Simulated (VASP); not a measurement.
A run of VASP 6.6.1 is set up as follows.

INCAR

```
SYSTEM = C
PREC = Accurate
ENCUT = 520
EDIFF = 1E-6
ISMEAR = 0
SIGMA = 0.15
LREAL = .False.
LASPH = .True.
NELM = 80
ALGO = Normal
ISIF = 2
LWAVE = .False.
LCHARG = .False.
GGA = PS
NBANDS = 16
```

KPOINTS

```
Automatic mesh
0
Gamma
  21 21 6
  0 0 0
```

File POSCAR:

```
C
1.0
    1.2288276931     -2.1856662586      0.0000000000
    1.2288276931      2.1856662586      0.0000000000
    0.0000000000      0.0000000000      7.5738868371
C
4
Direct
    0.0833216498      0.9166783502      0.7498439858
    0.5833216498      0.4166783502      0.2501560142
    0.9166783502      0.0833216498      0.2501560142
    0.4166783502      0.5833216498      0.7498439858
```

Potentials or basis: VASP PAW PBE potentials, release 64 (C).

Run with:

```sh
$ cat potpaw_PBE.64/C/POTCAR > POTCAR
$ mpirun -np 1 vasp_std > vasp.out
```

(1) Estimate the pressure.

(2) Predict the largest force.

Results:

(1) -8.3 GPa.

(2) 0.227 eV/Å.

Caveat: the cell stands under tension; this functional lacks dispersion, which binds the layers, so the pressure and a relaxed spacing across them are unreliable; the PAW data sets were made with another functional, which shifts forces and pressure a little.
